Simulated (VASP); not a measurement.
Crystal: Ga2P.

```xyz
3
Lattice="3.7653 0.0000 0.0000 0.0000 3.7653 0.0000 0.0000 0.0000 4.2900" Properties=species:S:1:pos:R:3 pbc="T T T"
Ga    1.8827    0.0000    2.7736
Ga    0.0000    1.8827    1.5164
P     0.0000    0.0000    0.0000
```

The cell was generated, and may not be a known phase.

| Item | Value |
| --- | --- |
| Program | VASP 6.6.1 |
| Task | relaxation of cell and atoms |
| Functional | PBE |
| Potentials or basis | VASP PAW PBE potentials, release 64 (Ga_d, P) |
| Cutoff | 600 eV |
| k mesh | 12 × 12 × 12 |
| Occupations | gaussian, width 0.1 eV |
| Spin | no spin polarisation |

At the start: pressure -0.6 GPa; volume 20.27 Å³/atom.

Problem. How do energy, volume and symmetry change on relaxing?

Solution. Over 10 steps the energy falls by 3.7 meV/atom and the volume is 20.10 Å³/atom (-0.9 %); space group P-4m2 (No. 115, to 0.1 Å) before and after.

Step by step:
```tsv
step	energy change (eV)	largest force (eV/Å)	pressure (GPa)	volume (Å³)
1	0.0000	0.0596	-0.59	60.82
2	-0.0075	0.0297	-0.09	60.17
3	-0.0096	0.0014	0.41	59.59
4	-0.0104	0.0505	-0.09	59.99
5	-0.0104	0.0435	0.03	59.94
6	-0.0104	0.0458	0.00	59.96
7	-0.0106	0.0385	0.00	60.01
8	-0.0110	0.0201	-0.02	60.14
9	-0.0111	0.0181	-0.04	60.40
10	-0.0112	0.0034	-0.01	60.30
```

Final structure:
```
Ga P
1.0
     3.70898    0.00000    0.00000
     0.00000    3.70898    0.00000
     0.00000    0.00000    4.38318
Ga P
2 1
Cartesian
  1.8545 0.0000 2.8442
  0.0000 1.8545 1.5389
  0.0000 0.0000 0.0000
```
